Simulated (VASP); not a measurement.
# GdRe3 (Pm-3m) in VASP: single point with PBE+U

Aim: the single point of GdRe3 with PBE+U.

All numbers are computed with VASP 6.6.1; they aren't measurements. Logs are shortened: lines on timing, memory, paths and dates and some standing lists are left out, and cuts for length are marked.

## (1) The cell of the first run

It takes space group Pm-3m (No. 221, cubic). Conventional cell: a = 4.134 Å, b = 4.134 Å, c = 4.134 Å, α = 90.00°, β = 90.00°, γ = 90.00°. Gd (site symmetry m-3m) has 12 Re at 2.92 Å within 3.8 Å. Within 3.8 Å of Re (site symmetry 4/mmm) lie 4 Gd at 2.92 Å and 8 Re at 2.92 Å.

## (2) Single point, PBE+U

File INCAR:

```
SYSTEM = GdRe3
PREC = Accurate ; ENCUT = 520
EDIFF = 1E-6 ; ISMEAR = 0
SIGMA = 0.05 ; LREAL = .False.
LASPH = .True. ; NELM = 150
ALGO = Normal ; ISIF = 2
LWAVE = .False. ; LCHARG = .False.
LMAXMIX = 6 ; LDAU = .True.
LDAUTYPE = 2 ; LDAUL = 3 -1
LDAUU = 6 0 ; LDAUJ = 0 0
LDAUPRINT = 1 ; GGA = PE
NBANDS = 28
```

File KPOINTS:

```
regular mesh
0
Gamma
  8 8 8
  0 0 0
```

File POSCAR:

```
GdRe3
1.0
    4.1337201340      0.0000000000      0.0000000000
    0.0000000000      4.1337201340      0.0000000000
    0.0000000000      0.0000000000      4.1337201340
Gd Re
1 3
Direct
    0.0000000000      0.0000000000      0.0000000000
    0.0000000000      0.5000000000      0.5000000000
    0.5000000000      0.5000000000      0.0000000000
    0.5000000000      0.0000000000      0.5000000000
```

Potentials or basis: VASP PAW PBE potentials, release 64 (Gd, Re).

Command:

```sh
> cat potpaw_PBE.64/Gd/POTCAR potpaw_PBE.64/Re/POTCAR > POTCAR
> mpirun -np 1 vasp_std > vasp.out
```

OUTCAR:

```text
SYSTEM = GdRe3
   PREC = Accurate
   ENCUT = 520
   EDIFF = 1E-6
   ISMEAR = 0
   LREAL = .False.
   LASPH = .True.
   NELM = 150
   ISIF = 2
   GGA = PE

 ion  position               nearest neighbor table
   1  0.000  0.000  0.000-   2 2.92   3 2.92   4 2.92   2 2.92   4 2.92   2 2.92   3 2.92   2 2.92
                             3 2.92   4 2.92   4 2.92   3 2.92
   2  0.000  0.500  0.500-   1 2.92   3 2.92   4 2.92   1 2.92   3 2.92   1 2.92   4 2.92   1 2.92
                             3 2.92   4 2.92   3 2.92   4 2.92
   3  0.500  0.500  0.000-   1 2.92   2 2.92   4 2.92   2 2.92   4 2.92   1 2.92   4 2.92   4 2.92
                             1 2.92   2 2.92   2 2.92   1 2.92
   4  0.500  0.000  0.500-   1 2.92   2 2.92   3 2.92   1 2.92   3 2.92   2 2.92   3 2.92   3 2.92
                             1 2.92   2 2.92   1 2.92   2 2.92

  LATTYP: Found a simple cubic cell.
 ALAT       =     4.1337201340

  Lattice vectors:

 A1 = (   4.1337201340,   0.0000000000,   0.0000000000)
 A2 = (   0.0000000000,   4.1337201340,   0.0000000000)
 A3 = (   0.0000000000,   0.0000000000,   4.1337201340)

Analysis of symmetry for initial positions (statically):
=====================================================================
 Subroutine PRICEL returns:
 Original cell was already a primitive cell.

 Routine SETGRP: Setting up the symmetry group for a
 simple cubic supercell.

 Subroutine GETGRP returns: Found 48 space group operations
 (whereof 48 operations were pure point group operations)
 out of a pool of 48 trial point group operations.

The static configuration has the point symmetry O_h .

Analysis of symmetry for dynamics (positions and initial velocities):
=====================================================================
 Subroutine PRICEL returns:
 Original cell was already a primitive cell.

 Routine SETGRP: Setting up the symmetry group for a
 simple cubic supercell.

 Subroutine GETGRP returns: Found 48 space group operations
 (whereof 48 operations were pure point group operations)
 out of a pool of 48 trial point group operations.

The dynamic configuration has the point symmetry O_h .

 Subroutine INISYM returns: Found 48 space group operations
 (whereof 48 operations are pure point group operations),
 and found     1 'primitive' translations

----------------------------------------------------------------------------------------

                                     Primitive cell

  volume of cell :      70.6355

  direct lattice vectors                    reciprocal lattice vectors
     4.133720134  0.000000000  0.000000000     0.241912845  0.000000000  0.000000000
     0.000000000  4.133720134  0.000000000     0.000000000  0.241912845  0.000000000
     0.000000000  0.000000000  4.133720134     0.000000000  0.000000000  0.241912845

  length of vectors
     4.133720134  4.133720134  4.133720134     0.241912845  0.241912845  0.241912845

  position of ions in fractional coordinates (direct lattice)
     0.000000000  0.000000000  0.000000000
     0.000000000  0.500000000  0.500000000
     0.500000000  0.500000000  0.000000000
     0.500000000  0.000000000  0.500000000

  ion indices of the primitive-cell ions
   primitive index   ion index
                 1           1
                 2           2
                 3           3
                 4           4

----------------------------------------------------------------------------------------

 KPOINTS: regular mesh

Automatic generation of k-mesh.
 Grid dimensions read from file:
 generate k-points for:    8    8    8

 Generating k-lattice:

  Cartesian coordinates                     Fractional coordinates (reciprocal lattice)
     0.030239106  0.000000000  0.000000000     0.125000000  0.000000000  0.000000000
     0.000000000  0.030239106  0.000000000     0.000000000  0.125000000  0.000000000
     0.000000000  0.000000000  0.030239106     0.000000000  0.000000000  0.125000000

  Length of vectors
[... 49 lines left out ...]
   ISPIN  =      1    spin polarized calculation?
   LNONCOLLINEAR =      F non collinear calculations
   LSORBIT =      F    spin-orbit coupling
   LASPH  =      T    aspherical Exc in radial PAW
   ENCUT  =  520.0 eV  38.22 Ry    6.18 a.u.   7.69  7.69  7.69*2*pi/ulx,y,z
   NELM   =    150;   NELMIN=  2; NELMDL= -5     # of ELM steps
   EDIFF  = 0.1E-05   stopping-criterion for ELM
   LREAL  =      F    real-space projection
   EDIFFG = 0.1E-04   stopping-criterion for IOM
   NSW    =      0    number of steps for IOM
   IBRION =     -1    ionic relax: 0-MD 1-quasi-New 2-CG
   NFREE  =      0    steps in history (QN), initial steepest desc. (CG)
   ISIF   =      2    stress and relaxation
   ISYM   =      2    0-nonsym 1-usesym 2-fastsym
   POTIM  = 0.5000    time-step for ionic-motion
   TEBEG  =    0.0;   TEEND  =   0.0 temperature during run
   PSTRESS=    0.0 pullay stress
   NELECT =      39.0000    total number of electrons
   NUPDOWN=      -1.0000    fix difference up-down
   EMIN   =  10.00;   EMAX   =-10.00  energy-range for DOS
   EFERMI =   0.00;   METHOD = LEGACY
   ISMEAR =     0;   SIGMA  =   0.05  broadening in eV -4-tet -1-fermi 0-gaus
   EFERMI_NEDOS =   21; number of points for ismear=-14 and -15
   IALGO  =     38    algorithm
   IMIX   =      4    mixing-type and parameters
     AMIX     =   0.40;   BMIX     =  1.00
     AMIX_MAG =   1.60;   BMIX_MAG =  1.00
  volume/ion in A,a.u.               =      17.66       119.17
  Fermi-wavevector in a.u.,A,eV,Ry     =   1.343039  2.537976 24.541560  1.803754
  Thomas-Fermi vector in A             =   2.471145
   LORBIT       =      0    0 simple, 1 ext, 2 COOP (PROOUT), +10 PAW based schemes
 LDA+U is selected, type is set to LDAUTYPE =  2
   angular momentum for each species LDAUL =     3   -1
   U (eV)           for each species LDAUU =   6.0  0.0
   J (eV)           for each species LDAUJ =   0.0  0.0
   GGA     = PE    functional components
   LHFCALC =     F    Hartree Fock is set to
   AEXX    =    0.0000 exact exchange contribution
   IVDW    =     0    specifies the selected vdW correction
   LEPSILON=     F    determine dielectric tensor
   LRPA    =     F    only Hartree local field effects (RPA)
 non-spin polarized calculation
 Gauss-broadening in eV      SIGMA  =   0.05
  energy-cutoff  :      520.00
  volume of cell :       70.64
 maximum number of plane-waves:      1935
 NGX is ok and might be reduce to    32
   NGX = 15   NGY = 15   NGZ = 15

atom =   1  type =  1  l = 3

 onsite density matrix

spin component  1

  0.6159  0.0000  0.0492  0.0000  0.0000  0.0000 -0.0000
  0.0000  0.0148  0.0000 -0.0000  0.0000 -0.0000  0.0000
  0.0492  0.0000  0.5905 -0.0000  0.0000  0.0000  0.0000
  0.0000 -0.0000 -0.0000  0.6541 -0.0000 -0.0000 -0.0000
  0.0000  0.0000  0.0000 -0.0000  0.5905  0.0000 -0.0492
  0.0000 -0.0000  0.0000 -0.0000  0.0000  0.5523  0.0000
 -0.0000  0.0000  0.0000 -0.0000 -0.0492  0.0000  0.6159

spin component  2

  0.6159  0.0000  0.0492  0.0000  0.0000  0.0000 -0.0000
  0.0000  0.0148  0.0000 -0.0000  0.0000 -0.0000  0.0000
  0.0492  0.0000  0.5905 -0.0000  0.0000  0.0000  0.0000
  0.0000 -0.0000 -0.0000  0.6541 -0.0000 -0.0000 -0.0000
  0.0000  0.0000  0.0000 -0.0000  0.5905  0.0000 -0.0492
  0.0000 -0.0000  0.0000 -0.0000  0.0000  0.5523  0.0000
 -0.0000  0.0000  0.0000 -0.0000 -0.0492  0.0000  0.6159

 occupancies and eigenvectors

  o =  0.0148  v = -0.0000  1.0000  0.0000  0.0000 -0.0000 -0.0000 -0.0000  0.0000  0.0000  0.0000  0.0000  0.0000  0.0000  0.0000      0.0000  0.0000  0.0000  0.0000  0.0000  0.0000  0.0000  0.0000  0.0000  0.0000  0.0000  0.0000  0.0000  0.0000
  o =  0.0148  v =  0.0000  0.0000  0.0000  0.0000  0.0000  0.0000  0.0000 -0.0000  1.0000  0.0000  0.0000 -0.0000 -0.0000 -0.0000      0.0000  0.0000  0.0000  0.0000  0.0000  0.0000  0.0000  0.0000  0.0000  0.0000  0.0000  0.0000  0.0000  0.0000
  o =  0.5523  v = -0.6124 -0.0000  0.7906  0.0000  0.0000 -0.0000  0.0000  0.0000  0.0000  0.0000  0.0000  0.0000  0.0000  0.0000      0.0000  0.0000  0.0000  0.0000  0.0000  0.0000  0.0000  0.0000  0.0000  0.0000  0.0000  0.0000  0.0000  0.0000
  o =  0.5523  v =  0.0000  0.0000  0.0000  0.0000  0.0000  0.0000  0.0000 -0.6124 -0.0000  0.7906  0.0000  0.0000 -0.0000  0.0000      0.0000  0.0000  0.0000  0.0000  0.0000  0.0000  0.0000  0.0000  0.0000  0.0000  0.0000  0.0000  0.0000  0.0000
  o =  0.5523  v =  0.0000  0.0000 -0.0000 -0.0000  0.7906 -0.0001  0.6124  0.0000  0.0000  0.0000  0.0000  0.0000  0.0000  0.0000      0.0000  0.0000  0.0000  0.0000  0.0000  0.0000  0.0000  0.0000  0.0000  0.0000  0.0000  0.0000  0.0000  0.0000
  o =  0.5523  v =  0.0000  0.0000  0.0000  0.0000  0.0000  0.0000  0.0000  0.0000  0.0000 -0.0000 -0.0000  0.7906 -0.0001  0.6124      0.0000  0.0000  0.0000  0.0000  0.0000  0.0000  0.0000  0.0000  0.0000  0.0000  0.0000  0.0000  0.0000  0.0000
  o =  0.5523  v = -0.0000  0.0000  0.0000 -0.0000  0.0001  1.0000  0.0001  0.0000  0.0000  0.0000  0.0000  0.0000  0.0000  0.0000      0.0000  0.0000  0.0000  0.0000  0.0000  0.0000  0.0000  0.0000  0.0000  0.0000  0.0000  0.0000  0.0000  0.0000
  o =  0.5523  v =  0.0000  0.0000  0.0000  0.0000  0.0000  0.0000  0.0000 -0.0000  0.0000  0.0000 -0.0000  0.0001  1.0000  0.0001      0.0000  0.0000  0.0000  0.0000  0.0000  0.0000  0.0000  0.0000  0.0000  0.0000  0.0000  0.0000  0.0000  0.0000
  o =  0.6541  v =  0.0000  0.0000  0.0000  0.0000  0.0000  0.0000  0.0000  0.7906 -0.0000  0.6124 -0.0000 -0.0025 -0.0000  0.0033      0.0000  0.0000  0.0000  0.0000  0.0000  0.0000  0.0000  0.0000  0.0000  0.0000  0.0000  0.0000  0.0000  0.0000
  o =  0.6541  v =  0.7906 -0.0000  0.6124 -0.0000 -0.0025 -0.0000  0.0033  0.0000  0.0000  0.0000  0.0000  0.0000  0.0000  0.0000      0.0000  0.0000  0.0000  0.0000  0.0000  0.0000  0.0000  0.0000  0.0000  0.0000  0.0000  0.0000  0.0000  0.0000
  o =  0.6541  v =  0.0000  0.0000  0.0000  0.0000  0.0000  0.0000  0.0000  0.0033  0.0000  0.0025 -0.0001  0.6124  0.0000 -0.7906      0.0000  0.0000  0.0000  0.0000  0.0000  0.0000  0.0000  0.0000  0.0000  0.0000  0.0000  0.0000  0.0000  0.0000
  o =  0.6541  v =  0.0033  0.0000  0.0025 -0.0001  0.6124  0.0000 -0.7906  0.0000  0.0000  0.0000  0.0000  0.0000  0.0000  0.0000      0.0000  0.0000  0.0000  0.0000  0.0000  0.0000  0.0000  0.0000  0.0000  0.0000  0.0000  0.0000  0.0000  0.0000
  o =  0.6541  v =  0.0000  0.0000  0.0000  0.0000  0.0000  0.0000  0.0000  0.0000 -0.0000  0.0000  1.0000  0.0001  0.0000 -0.0001      0.0000  0.0000  0.0000  0.0000  0.0000  0.0000  0.0000  0.0000  0.0000  0.0000  0.0000  0.0000  0.0000  0.0000
  o =  0.6541  v =  0.0000 -0.0000  0.0000  1.0000  0.0001  0.0000 -0.0001  0.0000  0.0000  0.0000  0.0000  0.0000  0.0000  0.0000      0.0000  0.0000  0.0000  0.0000  0.0000  0.0000  0.0000  0.0000  0.0000  0.0000  0.0000  0.0000  0.0000  0.0000

 number of electron      39.0000020 magnetization

 Free energy of the ion-electron system (eV)
  ---------------------------------------------------
  ext. energy  EPLUGINS =         0.00000000
  ---------------------------------------------------
  free energy    TOTEN  =       -30.26544325 eV

  energy without entropy =      -30.23860715  energy(sigma->0) =      -30.25202520

 E-fermi :   5.7162     XC(G=0): -12.8291

 val. band max:        5.7110594697   @ k =   0.5000   0.2500   0.0000
 cond. band min:       5.7171132652   @ k =   0.3750   0.3750   0.0000
 fundamental gap:      0.0060537955
 Fermi energy:         5.7162266279

 k-point     1 :       0.0000    0.0000    0.0000
  band No.  band energies     occupation
      1     -35.1994      2.00000
      2     -13.2795      2.00000
      3     -13.2795      2.00000
      4     -13.2795      2.00000
      5      -2.0447      2.00000
      6       0.9551      2.00000
[... 733 lines left out ...]
     27       7.5658      0.00000
     28       8.7811      0.00000

 [... further k-points ...]

------------------------ aborting loop because EDIFF is reached ----------------------------------------

  FORCE on cell =-STRESS in cart. coord.  units (eV):
  Direction    XX          YY          ZZ          XY          YZ          ZX
  --------------------------------------------------------------------------------------
  -------------------------------------------------------------------------------------
  Total       -4.7537279     -4.7537279     -4.7537279      0.0000000      0.0000000     -0.0000000
  in kB     -107.8255515   -107.8255515   -107.8255515      0.0000000      0.0000000     -0.0000000
  external PRESSURE =    -107.8255515 kB  Pullay stress =       0.0000000 kB

 VOLUME and BASIS-vectors are now :
 -----------------------------------------------------------------------------
  energy-cutoff  :      520.00
  volume of cell :       70.64
      direct lattice vectors                 reciprocal lattice vectors
     4.133720134  0.000000000  0.000000000     0.241912845  0.000000000  0.000000000
     0.000000000  4.133720134  0.000000000     0.000000000  0.241912845  0.000000000
     0.000000000  0.000000000  4.133720134     0.000000000  0.000000000  0.241912845

 POSITION                                       TOTAL-FORCE (eV/Angst)
 -----------------------------------------------------------------------------------
      0.00000      0.00000      0.00000         0.000000      0.000000      0.000000
      0.00000      2.06686      2.06686         0.000000      0.000000      0.000000
      2.06686      2.06686      0.00000         0.000000      0.000000      0.000000
      2.06686      0.00000      2.06686         0.000000      0.000000      0.000000
 -----------------------------------------------------------------------------------
    total drift:                               -0.000000      0.000000     -0.000000

  FREE ENERGIE OF THE ION-ELECTRON SYSTEM (eV)
  ---------------------------------------------------
  free  energy   TOTEN  =       -30.2654432459 eV

  energy  without entropy=      -30.2386071480  energy(sigma->0) =      -30.25202520
```

Wall time 5.1 min (1 thread of Intel Xeon Platinum 8259CL at 2.50GHz (Skylake/Cascade Lake), shared host); peak memory 0.22 GiB.

What came out:

| Quantity | Value |
| --- | --- |
| Free energy | -30.2654 eV |
| Pressure | -10.8 GPa |
| Band gap on the k mesh | zero (an odd number of electrons rules out a gap without spin polarisation) |

Levels at points of the mesh, in eV from the Fermi level:
```
           k point  band 18  band 19  band 20  band 21  band 22  band 23
(0.00, 0.00, 0.00)    -0.01    -0.01    -0.01     1.76     1.76     2.88
(0.50, 0.00, 0.00)    -0.35    -0.24    -0.01    -0.01     0.40     1.02
(0.50, 0.50, 0.00)    -0.43    -0.15    -0.08    -0.05     0.03     0.03
(0.50, 0.50, 0.50)     0.03     0.04     0.04     0.04     0.14     0.14
```

Eigenvalues of the final occupation matrices:
| site | spin | trace | eigenvalues |
| --- | --- | --- | --- |
| site 1 f | 1 | 3.63 | 0.01 0.55 0.55 0.55 0.65 0.65 0.65 |
| site 1 f | 2 | 3.63 | 0.01 0.55 0.55 0.55 0.65 0.65 0.65 |

Caveat: the cell stands under tension; spin-orbit coupling is left out, which moves the levels of the heavy elements; U without spin polarisation on a metal has little footing. Spin polarisation is off, so any magnetic state and its effect on volume and gap are missing.
